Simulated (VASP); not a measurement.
# LiH: single point with r2SCAN

Crystal: LiH.

```
CELL_PARAMETERS angstrom
1.96880 1.96880 0.00000
-1.96880 1.96880 0.00000
0.00000 1.96880 1.96880
ATOMIC_POSITIONS crystal
Li 0.00000 0.00000 0.00000
H 0.50000 0.50000 0.00000
```

```
Program             : VASP 6.6.1
Task                : single point
Functional          : r2SCAN
Potentials or basis : VASP PAW PBE potentials, release 64 (Li_sv, H)
Cutoff              : 520 eV
k mesh              : 10 × 10 × 10
Occupations         : gaussian, width 0.01 eV
Spin                : no spin polarisation
```

The band gap on the k mesh is 3.55 eV, direct.

Levels at points of the mesh, in eV from the valence-band top:
```csv
k point,band 1,band 2,band 3,band 4,band 5,band 6
"(0.00, 0.00, 0.00)",-45.68,-5.66,18.37,19.98,19.98,19.98
"(0.50, 0.00, 0.00)",-45.62,-2.80,5.80,15.43,18.69,18.69
"(0.50, 0.50, 0.00)",-45.60,0.00,3.55,12.02,12.02,15.39
```

It took 120 s on 1 thread of AMD EPYC 7R13, with other jobs on the host, peak memory 0.11 GiB.

Caveat: the PAW data sets were made with another functional, which shifts forces and pressure a little. r2SCAN opens gaps a little over a GGA but as a rule still falls short of measured ones.
